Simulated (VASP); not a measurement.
# Na (I4/mmm) in VASP: notebook

Runs on Na. Level: LDA. Tasks: single point.

Program: VASP 6.6.1. These are calculated values, not measurements. Logs are shortened: lines on timing, memory, paths and dates and some standing lists are left out, and cuts for length are marked.

### Step 1. The cell of the first run

The structure is tetragonal, space group I4/mmm (No. 139). The conventional cell has a = 3.621 Å, b = 3.621 Å, c = 4.677 Å, α = 90.00°, β = 90.00°, γ = 90.00°. Within 4.7 Å of Na (site symmetry 4/mmm) lie 14 Na at 3.47 to 4.68 Å.

### Step 2. Single point, LDA

INCAR reads:

```
SYSTEM = Na
PREC = Accurate
ENCUT = 520
EDIFF = 1E-6
ISMEAR = 0
SIGMA = 0.15
LREAL = .False.
LASPH = .True.
NELM = 80
ALGO = Normal
ISIF = 2
LWAVE = .False.
LCHARG = .False.
NBANDS = 10
```

KPOINTS reads:

```
regular mesh
0
Gamma
  18 18 18
  0 0 0
```

POSCAR reads:

```
Na
1.0
   -1.8102542474      1.8102542474      2.3387000000
    1.8102542474     -1.8102542474      2.3387000000
    1.8102542474      1.8102542474     -2.3387000000
Na
1
Direct
    0.0000000000      0.0000000000      0.0000000000
```

Potentials or basis: VASP PAW LDA potentials, release 64 (Na_pv).

Started as:

```bash
cat potpaw_LDA.64/Na_pv/POTCAR > POTCAR
mpirun -np 1 vasp_std > vasp.out
```

OUTCAR:

```text
SYSTEM = Na
   PREC = Accurate
   ENCUT = 520
   EDIFF = 1E-6
   ISMEAR = 0
   LREAL = .False.
   LASPH = .True.
   NELM = 80
   ISIF = 2

 ion  position               nearest neighbor table
   1  0.000  0.000  0.000-

  LATTYP: Found a body centered tetragonal cell.
 ALAT       =     3.6205084948
 C/A-ratio  =     1.2919179742

  Lattice vectors:

 A1 = (  -1.8102542474,   1.8102542474,   2.3387000000)
 A2 = (   1.8102542474,  -1.8102542474,   2.3387000000)
 A3 = (   1.8102542474,   1.8102542474,  -2.3387000000)

Analysis of symmetry for initial positions (statically):
=====================================================================
 Subroutine PRICEL returns:
 Original cell was already a primitive cell.

 Routine SETGRP: Setting up the symmetry group for a
 body centered tetragonal supercell.

 Subroutine GETGRP returns: Found 16 space group operations
 (whereof 16 operations were pure point group operations)
 out of a pool of 16 trial point group operations.

The static configuration has the point symmetry D_4h.

Analysis of symmetry for dynamics (positions and initial velocities):
=====================================================================
 Subroutine PRICEL returns:
 Original cell was already a primitive cell.

 Routine SETGRP: Setting up the symmetry group for a
 body centered tetragonal supercell.

 Subroutine GETGRP returns: Found 16 space group operations
 (whereof 16 operations were pure point group operations)
 out of a pool of 16 trial point group operations.

The dynamic configuration has the point symmetry D_4h.

 Subroutine INISYM returns: Found 16 space group operations
 (whereof 16 operations are pure point group operations),
 and found     1 'primitive' translations

----------------------------------------------------------------------------------------

                                     Primitive cell

  volume of cell :      30.6559

  direct lattice vectors                    reciprocal lattice vectors
    -1.810254247  1.810254247  2.338700000     0.000000000  0.276204296  0.213793988
     1.810254247 -1.810254247  2.338700000     0.276204296  0.000000000  0.213793988
     1.810254247  1.810254247 -2.338700000     0.276204296  0.276204296  0.000000000

  length of vectors
     3.467500335  3.467500335  3.467500335     0.349280235  0.349280235  0.390611861

  position of ions in fractional coordinates (direct lattice)
     0.000000000  0.000000000  0.000000000

  ion indices of the primitive-cell ions
   primitive index   ion index
                 1           1

----------------------------------------------------------------------------------------

 KPOINTS: regular mesh

Automatic generation of k-mesh.
 Grid dimensions read from file:
 generate k-points for:   18   18   18

 Generating k-lattice:

  Cartesian coordinates                     Fractional coordinates (reciprocal lattice)
     0.000000000  0.015344683  0.011877444     0.055555556  0.000000000  0.000000000
     0.015344683  0.000000000  0.011877444     0.000000000  0.055555556  0.000000000
     0.015344683  0.015344683  0.000000000     0.000000000  0.000000000  0.055555556

  Length of vectors
     0.019404457  0.019404457  0.021700659

  Shift w.r.t. Gamma in fractional coordinates (k-lattice)
     0.000000000  0.000000000  0.000000000

 Subroutine IBZKPT returns following result:
 ===========================================

 Found    480 irreducible k-points:

 Following reciprocal coordinates:
            Coordinates               Weight
  0.000000  0.000000  0.000000      1.000000
  0.055556 -0.000000  0.000000      8.000000
  0.111111 -0.000000  0.000000      8.000000
  0.166667  0.000000  0.000000      8.000000
  0.222222  0.000000  0.000000      8.000000
  0.277778  0.000000  0.000000      8.000000
[... 16 lines left out ...]
 -0.277778  0.055556  0.000000     16.000000
 -0.222222  0.055556 -0.000000     16.000000
 [... further k-points ...]
   k-points           NKPTS =    480   k-points in BZ     NKDIM =    480   number of bands    NBANDS=     10
   number of dos      NEDOS =    301   number of ions     NIONS =      1
   total plane-waves  NPLWV =  21952
   dimension x,y,z NGX =    28 NGY =   28 NGZ =   28
   dimension x,y,z NGXF=    56 NGYF=   56 NGZF=   56
   ions per type =               1
   NGX,Y,Z   is equivalent  to a cutoff of  13.42, 13.42, 13.42 a.u.
   NGXF,Y,Z  is equivalent  to a cutoff of  26.85, 26.85, 26.85 a.u.
 SYSTEM =  Na
   PREC   = accura    normal or accurate (medium, high low for compatibility)
   ISTART =      0    job   : 0-new  1-cont  2-samecut
   ICHARG =      2    charge: 1-file 2-atom 10-const
   ISPIN  =      1    spin polarized calculation?
   LNONCOLLINEAR =      F non collinear calculations
   LSORBIT =      F    spin-orbit coupling
   LASPH  =      T    aspherical Exc in radial PAW
   ENCUT  =  520.0 eV  38.22 Ry    6.18 a.u.   6.45  6.45  6.45*2*pi/ulx,y,z
   NELM   =     80;   NELMIN=  2; NELMDL= -5     # of ELM steps
   EDIFF  = 0.1E-05   stopping-criterion for ELM
   LREAL  =      F    real-space projection
   EDIFFG = 0.1E-04   stopping-criterion for IOM
   NSW    =      0    number of steps for IOM
   IBRION =     -1    ionic relax: 0-MD 1-quasi-New 2-CG
   NFREE  =      0    steps in history (QN), initial steepest desc. (CG)
   ISIF   =      2    stress and relaxation
   ISYM   =      2    0-nonsym 1-usesym 2-fastsym
   POTIM  = 0.5000    time-step for ionic-motion
   TEBEG  =    0.0;   TEEND  =   0.0 temperature during run
   PSTRESS=    0.0 pullay stress
   NELECT =       7.0000    total number of electrons
   NUPDOWN=      -1.0000    fix difference up-down
   EMIN   =  10.00;   EMAX   =-10.00  energy-range for DOS
   EFERMI =   0.00;   METHOD = LEGACY
   ISMEAR =     0;   SIGMA  =   0.15  broadening in eV -4-tet -1-fermi 0-gaus
   EFERMI_NEDOS =   21; number of points for ismear=-14 and -15
   IALGO  =     38    algorithm
   IMIX   =      4    mixing-type and parameters
     AMIX     =   0.40;   BMIX     =  1.00
     AMIX_MAG =   1.60;   BMIX_MAG =  1.00
  volume/ion in A,a.u.               =      30.66       206.88
  Fermi-wavevector in a.u.,A,eV,Ry     =   1.000621  1.890900 13.622730  1.001242
  Thomas-Fermi vector in A             =   2.132989
   LORBIT       =      0    0 simple, 1 ext, 2 COOP (PROOUT), +10 PAW based schemes
   GGA     = CA    functional components
   LHFCALC =     F    Hartree Fock is set to
   AEXX    =    0.0000 exact exchange contribution
   IVDW    =     0    specifies the selected vdW correction
   LEPSILON=     F    determine dielectric tensor
   LRPA    =     F    only Hartree local field effects (RPA)
 non-spin polarized calculation
 Gauss-broadening in eV      SIGMA  =   0.15
  energy-cutoff  :      520.00
  volume of cell :       30.66
 maximum number of plane-waves:       857
 NGX is ok and might be reduce to    28
   NGX = 13   NGY = 13   NGZ = 13

 number of electron       7.0000005 magnetization

 Free energy of the ion-electron system (eV)
  ---------------------------------------------------
  ext. energy  EPLUGINS =         0.00000000
  ---------------------------------------------------
  free energy    TOTEN  =        -1.45003168 eV

  energy without entropy =       -1.44557026  energy(sigma->0) =       -1.44780097

 E-fermi :   0.7548     XC(G=0):  -7.2846

 val. band max:        0.7308237566   @ k =  -0.3333  -0.3333   0.1667
 cond. band min:       0.7886811995   @ k =  -0.3889   0.3889   0.1111
 fundamental gap:      0.0578574429
 Fermi energy:         0.7547889555

 k-point     1 :       0.0000    0.0000    0.0000
  band No.  band energies     occupation
      1     -24.0652      2.00000
      2     -24.0652      2.00000
      3     -24.0646      2.00000
      4      -2.9613      2.00000
      5      12.9063      0.00000
      6      12.9063      0.00000
      7      13.2754      0.00000
      8      14.4803      0.00000
      9      15.1469      0.00000
     10      15.2024      0.00000

 k-point     2 :       0.0556   -0.0000    0.0000
  band No.  band energies     occupation
      1     -24.0671      2.00000
      2     -24.0656      2.00000
      3     -24.0650      2.00000
      4      -2.9022      2.00000
      5      12.0448      0.00000
      6      12.7739      0.00000
      7      13.0838      0.00000
      8      14.6831      0.00000
      9      15.3386      0.00000
     10      15.3415      0.00000

 k-point     3 :       0.1111   -0.0000    0.0000
  band No.  band energies     occupation
      1     -24.0733      2.00000
      2     -24.0668      2.00000
      3     -24.0654      2.00000
      4      -2.7253      2.00000
      5      10.5706      0.00000
      6      12.4801      0.00000
      7      12.9104      0.00000
      8      14.3879      0.00000
      9      15.5140      0.00000
     10      15.7215      0.00000

 k-point     4 :       0.1667    0.0000    0.0000
  band No.  band energies     occupation
      1     -24.0828      2.00000
      2     -24.0686      2.00000
      3     -24.0661      2.00000
      4      -2.4323      2.00000
      5       9.0761      0.00000
      6      12.1579      0.00000
      7      12.7261      0.00000
      8      14.0290      0.00000
      9      14.9563      0.00000
     10      16.0984      0.00000
[... 222 lines left out ...]
 k-point    22 :      -0.3333    0.0556   -0.0000
  band No.  band energies     occupation
      1     -24.1136      2.00000
      2     -24.0750      2.00000
      3     -24.0696      2.00000
      4      -1.0815      2.00000
      5       5.4896      0.00000
      6      11.1241      0.00000
      7      11.9385      0.00000
      8      13.0414      0.00000
      9      13.8951      0.00000
     10      15.2661      0.00000

 k-point    23 :      -0.2778    0.0556    0.0000
  band No.  band energies     occupation
      1     -24.1020      2.00000
      2     -24.0725      2.00000
      3     -24.0688      2.00000
      4      -1.6654      2.00000
      5       6.8056      0.00000
      6      11.3727      0.00000
      7      12.1331      0.00000
      8      13.2619      0.00000
      9      14.1642      0.00000
     10      15.6691      0.00000

 k-point    24 :      -0.2222    0.0556   -0.0000
  band No.  band energies     occupation
      1     -24.0902      2.00000
      2     -24.0701      2.00000
      3     -24.0678      2.00000
      4      -2.1412      2.00000
      5       8.1981      0.00000
      6      11.6521      0.00000
      7      12.3347      0.00000
      8      13.6323      0.00000
      9      14.4948      0.00000
     10      16.0566      0.00000

 [... further k-points ...]
[... 5 lines left out ...]
  --------------------------------------------------------------------------------------
  -------------------------------------------------------------------------------------
  Total        0.1620943      0.1620943      0.1685219      0.0000000     -0.0000000      0.0000000
  in kB        8.4715828      8.4715828      8.8075130      0.0000000     -0.0000000      0.0000000
  external PRESSURE =       8.5835595 kB  Pullay stress =       0.0000000 kB

 VOLUME and BASIS-vectors are now :
 -----------------------------------------------------------------------------
  energy-cutoff  :      520.00
  volume of cell :       30.66
      direct lattice vectors                 reciprocal lattice vectors
    -1.810254247  1.810254247  2.338700000     0.000000000  0.276204296  0.213793988
     1.810254247 -1.810254247  2.338700000     0.276204296  0.000000000  0.213793988
     1.810254247  1.810254247 -2.338700000     0.276204296  0.276204296  0.000000000

 POSITION                                       TOTAL-FORCE (eV/Angst)
 -----------------------------------------------------------------------------------
      0.00000      0.00000      0.00000         0.000000     -0.000000      0.000000
 -----------------------------------------------------------------------------------
    total drift:                               -0.000000     -0.000000     -0.000000

  FREE ENERGIE OF THE ION-ELECTRON SYSTEM (eV)
  ---------------------------------------------------
  free  energy   TOTEN  =        -1.4500316845 eV

  energy  without entropy=       -1.4455702615  energy(sigma->0) =       -1.44780097
```

Run time: 78 s. Hardware: 1 thread of Intel Xeon Platinum 8259CL at 2.50GHz (Skylake/Cascade Lake), shared host; peak memory 0.22 GiB.

What came out:

```
Free energy            : -1.4500 eV
Pressure               : 0.9 GPa
Band gap on the k mesh : zero (an odd number of electrons rules out a gap without spin polarisation)
```

Levels at points of the mesh, in eV from the Fermi level:
| k point | band 1 | band 2 | band 3 | band 4 | band 5 | band 6 | band 7 | band 8 |
| --- | --- | --- | --- | --- | --- | --- | --- | --- |
| (0.00, 0.00, 0.00) | -24.82 | -24.82 | -24.82 | -3.72 | 12.15 | 12.15 | 12.52 | 13.73 |
| (0.50, 0.00, 0.00) | -24.89 | -24.83 | -24.82 | 0.61 | 1.12 | 10.49 | 11.70 | 11.93 |
| (0.50, 0.50, 0.00) | -24.89 | -24.85 | -24.84 | 1.64 | 2.24 | 7.18 | 8.47 | 8.51 |
| (0.50, 0.50, 0.50) | -24.89 | -24.85 | -24.85 | 2.74 | 3.20 | 6.25 | 7.34 | 7.34 |

### Step 3. Single point, LDA

INCAR reads:

```
PREC = Accurate ; ENCUT = 520
EDIFF = 1E-6 ; ISMEAR = 0
SIGMA = 0.15 ; LREAL = False
LASPH = True ; NELM = 80
ALGO = Normal ; ISIF = 2
LWAVE = False ; LCHARG = False
GGA = CA ; NBANDS = 10
```

KPOINTS reads:

```
Automatic mesh
0
Gamma
  18 18 18
```

POSCAR reads:

```
Na
1.0
   -1.8525000000      1.8525000000      2.2370500000
    1.8525000000     -1.8525000000      2.2370500000
    1.8525000000      1.8525000000     -2.2370500000
Na
1
Direct
    0.0000000000      0.0000000000      0.0000000000
```

Potentials or basis: VASP PAW LDA potentials, release 64 (Na_pv).

Started as:

```bash
cat potpaw_LDA.64/Na_pv/POTCAR > POTCAR
mpirun -np 1 vasp_std > vasp.out
```

It took 78 s on 1 thread of Intel Xeon Platinum 8259CL at 2.50GHz (Skylake/Cascade Lake), shared host; peak memory 0.22 GiB.

Results (log left out):

```yaml
Free_energy: -1.4502 eV
Pressure: 0.8 GPa
Band_gap_on_the_k_mesh: zero (an odd number of electrons rules out a gap without spin polarisation)
```

Levels at points of the mesh, in eV from the Fermi level:
```
           k point  band 1  band 2  band 3  band 4  band 5  band 6  band 7  band 8  band 9
(0.00, 0.00, 0.00)  -24.81  -24.81  -24.81   -3.70   12.21   12.21   12.83   13.89   14.49
(0.50, 0.00, 0.00)  -24.89  -24.83  -24.82    0.64    1.17   10.04   11.47   11.49   11.88
(0.50, 0.50, 0.00)  -24.88  -24.84  -24.82    1.41    2.02    7.54    8.86    8.92   11.04
(0.50, 0.50, 0.50)  -24.88  -24.85  -24.85    3.38    3.68    5.86    6.83    6.83    9.67
```

### Step 4. Single point, LDA

This run uses another cell than the first one, of 31.13 Å³/atom.

INCAR reads:

```
ALGO = Normal
EDIFF = 1E-6
ENCUT = 520
GGA = CA
ISIF = 2
ISMEAR = 0
LASPH = True
LCHARG = False
LREAL = False
LWAVE = False
NBANDS = 10
NELM = 60
PREC = Accurate
SIGMA = 0.15
```

KPOINTS reads:

```
k-points
0
Gamma
  18 18 18
```

POSCAR reads:

```
Na
1.0
   -1.6835500000      1.6835500000      2.7454500000
    1.6835500000     -1.6835500000      2.7454500000
    1.6835500000      1.6835500000     -2.7454500000
Na
1
Direct
    0.0000000000      0.0000000000      0.0000000000
```

Started as:

```bash
cat potpaw_LDA.64/Na_pv/POTCAR > POTCAR
mpirun -np 1 vasp_std > vasp.out
```

Run time: 74 s. Hardware: 1 thread of Intel Xeon Platinum 8259CL at 2.50GHz (Skylake/Cascade Lake), shared host; peak memory 0.23 GiB.

Results (log left out):

- Free energy: -1.4471 eV
- Pressure: 0.7 GPa
- Band gap on the k mesh: zero (an odd number of electrons rules out a gap without spin polarisation)

Stress tensor (GPa, compression positive):
```
0.95 0.00 0.00
0.00 0.95 0.00
0.00 0.00 0.18
```

Levels at points of the mesh, in eV from the Fermi level:
```tsv
k point	band 1	band 2	band 3	band 4	band 5	band 6	band 7	band 8
(0.00, 0.00, 0.00)	-24.83	-24.83	-24.83	-3.68	11.83	12.49	12.49	13.73
(0.50, 0.00, 0.00)	-24.90	-24.85	-24.83	0.63	1.14	9.85	10.47	12.22
(0.50, 0.50, 0.00)	-24.90	-24.87	-24.85	2.54	3.04	6.48	7.47	7.61
(0.50, 0.50, 0.50)	-24.89	-24.85	-24.85	1.00	1.57	7.74	9.20	9.20
```

### Step 5. Overview

| cell | gap on the mesh (eV) | pressure (GPa) |
| --- | --- | --- |
| a = 3.468 Å, angles 117.1, 117.1, 95.2°, 1 atom | none | 0.9 |
| a = 3.445 Å, angles 114.9, 114.9, 99.0°, 1 atom | none | 0.8 |
| a = 3.634 Å, angles 124.8, 124.8, 81.9°, 1 atom | none | 0.7 |

Alike in all rows: task single point; level LDA; potentials or basis VASP PAW LDA potentials, release 64 (Na_pv); no spin polarisation; k mesh 18 × 18 × 18; cutoff (eV) 520; smearing gaussian 0.15 eV.

Total energies depend on the potentials used, so only differences within one code and one set of settings carry meaning.
